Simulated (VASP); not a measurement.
Crystal: AlN (d3).

```
Al N
1.0
     0.00000    2.03452    2.03452
     2.03452    0.00000    2.03452
     2.03452    2.03452    0.00000
Al N
1 1
Direct
  0.50000 0.50000 0.50000
  0.00000 0.00000 0.00000
```

```yaml
Program: VASP 6.6.1
Task: relaxation of cell and atoms
Functional: PBEsol
Dispersion: D3(BJ)
Potentials_or_basis: VASP PAW PBE potentials, release 64 (Al, N)
Cutoff: 600 eV
k_mesh: 8 × 8 × 8
Occupations: gaussian, width 0.1 eV
Spin: no spin polarisation
```

At the start: pressure -10.1 GPa; volume 8.42 Å³/atom.

Q: How do energy, volume and symmetry change on relaxing?

A: Over 3 steps the energy falls by 10.8 meV/atom and the volume is 8.09 Å³/atom (-3.9 %); space group Fm-3m (No. 225, to 0.05 Å).

The path:
```csv
step,energy change (eV),largest force (eV/Å),pressure (GPa),volume (Å³)
1,0.0000,0.0000,-10.13,16.84
2,-0.0007,0.0000,11.40,15.58
3,-0.0215,0.0000,-0.05,16.19
```

Final structure:
```
Al N
1.0
     0.00000    2.00780    2.00780
     2.00780    0.00000    2.00780
     2.00780    2.00780    0.00000
Al N
1 1
Cartesian
  2.0078 2.0078 2.0078
  0.0000 0.0000 0.0000
```

Caveat: the PAW data sets were made with another functional, which shifts forces and pressure a little.
